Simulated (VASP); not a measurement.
ZnSe:

```
Zn Se
1.0
     0.00000    2.83400    2.83400
     2.83400    0.00000    2.83400
     2.83400    2.83400    0.00000
Zn Se
1 1
Direct
  0.00000 0.00000 0.00000
  0.25000 0.25000 0.25000
```

```yaml
Program: VASP 6.6.1
Task: relaxation of cell and atoms
Functional: LDA
Potentials_or_basis: VASP PAW LDA potentials, release 64 (Zn, Se)
Cutoff: 500 eV
k_mesh: 8 × 8 × 8
Occupations: gaussian, width 0.02 eV
Spin: no spin polarisation
```

At the start: pressure -3.1 GPa; volume 22.76 Å³/atom.

Question: Where does the relaxation end?

Answer: Over 3 steps the energy falls by 10.9 meV/atom and the volume is 21.68 Å³/atom (-4.7 %); space group F-43m (No. 216, to 0.1 Å) before and after.

The path:
```tsv
step	energy change (eV)	largest force (eV/Å)	pressure (GPa)	volume (Å³)
1	0.0000	0.0000	-3.11	45.52
2	-0.0193	0.0000	1.17	42.68
3	-0.0218	0.0000	0.00	43.36
```

Final structure:
```xyz
2
Lattice="0.0000 2.7885 2.7885 2.7885 0.0000 2.7885 2.7885 2.7885 0.0000" Properties=species:S:1:pos:R:3 pbc="T T T"
Zn    0.0000    0.0000    0.0000
Se    1.3942    1.3942    1.3942
```
